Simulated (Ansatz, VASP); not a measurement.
## Two plane-wave programs on BAs

```
CELL_PARAMETERS angstrom
3.16437 0.00000 0.00000
-1.58219 2.74043 0.00000
0.00000 0.00000 4.21704
ATOMIC_POSITIONS crystal
B 0.00000 0.00000 0.50000
As 0.00000 0.00000 0.00000
```

Alike in both runs: task relaxation of cell and atoms; functional PBE; k mesh 7 × 7 × 5; occupations gaussian, width 0.2 eV; no spin polarisation.

|  | VASP | Ansatz |
| --- | --- | --- |
| version | VASP 6.6.1 | Ansatz 0.2.0 |
| potentials or method | VASP PAW PBE potentials, release 64 (B, As), cutoff 500 eV | scalar-relativistic, plane waves, PAW |
| valence electrons in the cell | 8 | 18 |

```csv
,VASP,Ansatz,Ansatz less VASP
"gap on the k mesh at the Fermi level, each at its own relaxed structure (eV)",none,none,-
relaxed volume (Å³/atom),13.79,13.72,-0.072
relaxed cell length with the largest relative difference (Å),2.754,2.747,-0.0070
```

A gap of «none» marks a metal or a gap that the smearing closes. VASP's potentials hold 8 valence electrons a cell and Ansatz's 18, so a difference there can come from the potentials and not from the codes.

Noted on VASP's run: the volume moved by over 15 % at a fixed basis, so the end points are rough.
